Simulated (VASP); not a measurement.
PbSe (Clausthalite):

```xyz
2
Lattice="0.0000 3.0809 3.0809 3.0809 0.0000 3.0809 3.0809 3.0809 0.0000" Properties=species:S:1:pos:R:3 pbc="T T T"
Pb    0.0000    0.0000    0.0000
Se    3.0809    3.0809    3.0809
```

Base run:

- Program: VASP 6.6.1
- Functional: PBEsol
- Potentials or basis: VASP PAW PBE potentials, release 64 (Pb_d, Se)
- Cutoff: 520 eV
- k mesh: 8 × 8 × 8
- Occupations: fermi-dirac, width 0.05 eV
- Spin: no spin polarisation

Its results: band gap on the k mesh 0.27 eV, direct; pressure -1.5 GPa.

Q: After a change of settings the same cell gave: band gap on the k mesh 0.44 eV, direct; pressure 3.1 GPa. Which change was it?
A. functional from PBEsol to PBE exchange alone; further incar settings from ALGO = Normal; EDIFF = 1e-07; NBANDS = 17 to ALGO = Normal; EDIFF = 1e-06; NBANDS = 17
B. functional from PBEsol to BLYP; dispersion from none to D4
C. functional from PBEsol to PBE
D. functional from PBEsol to RPBE

A: D.

RPBE binds less tightly than PBEsol, so the same cell stands under more pressure.

Caveats: the PAW data sets were made with another functional, which shifts forces and pressure a little; spin-orbit coupling is left out, which moves the levels of the heavy elements.
